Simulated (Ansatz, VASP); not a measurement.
## Al in VASP and in Ansatz

File INCAR:

```
SYSTEM = Al
PREC = Accurate
ENCUT = 520
EDIFF = 1E-6
ISMEAR = 0
SIGMA = 0.15
LREAL = .FALSE.
LASPH = .TRUE.
NELM = 60
ALGO = Normal
ISIF = 2
LWAVE = .FALSE.
LCHARG = .FALSE.
GGA = PS
NBANDS = 8
```

File KPOINTS:

```
Automatic mesh
0
G
  20 20 20
  0 0 0
```

The input POSCAR:

```
Al
1.0
    0.0000000000      2.0138601000      2.0239800000
    2.0239800000      0.0000000000      2.0239800000
    2.0239800000      2.0138601000      0.0000000000
Al
1
Direct
    0.0000000000      0.0000000000      0.0000000000
```

Input for Ansatz:

```yaml
crystal:
  lattice:
    - [0.0, 2.0138601, 2.02398]
    - [2.02398, 0.0, 2.02398]
    - [2.02398, 2.0138601, 0.0]
  atoms:
    - { symbol: Al, position: [0.0, 0.0, 0.0] }
basis:
  ecutwfc: 420
kpoints:
  mp_grid: { grid: [20, 20, 20] }
hamiltonian:
  xc: pbesol
scf:
  occupations: { method: gaussian, width: 0.15 }
output:
  forces: true
  stress: true
  eigenvalues: true
```

Change from the starting cell: strain -0.0050 x Voigt [0, 1, 0, 0, 0, 0], atoms carried along.

Alike in both runs: task single point; functional PBEsol; k mesh 20 × 20 × 20; occupations gaussian, width 0.15 eV; no spin polarisation.

|  | VASP | Ansatz |
| --- | --- | --- |
| version | VASP 6.6.1 | Ansatz 0.2.0 |
| potentials or method | VASP PAW PBE potentials, release 64 (Al), cutoff 520 eV | scalar-relativistic, plane waves, PAW |
| valence electrons in the cell | 3 | 3 |

```tsv
	VASP	Ansatz	Ansatz less VASP
gap on the k mesh at the Fermi level (eV)	none	none	-
pressure (GPa)	-1.5	-1.5	-0.05
```

VASP's potentials were made for PBE, not for PBEsol. A gap of «none» marks a metal or a gap that the smearing closes.
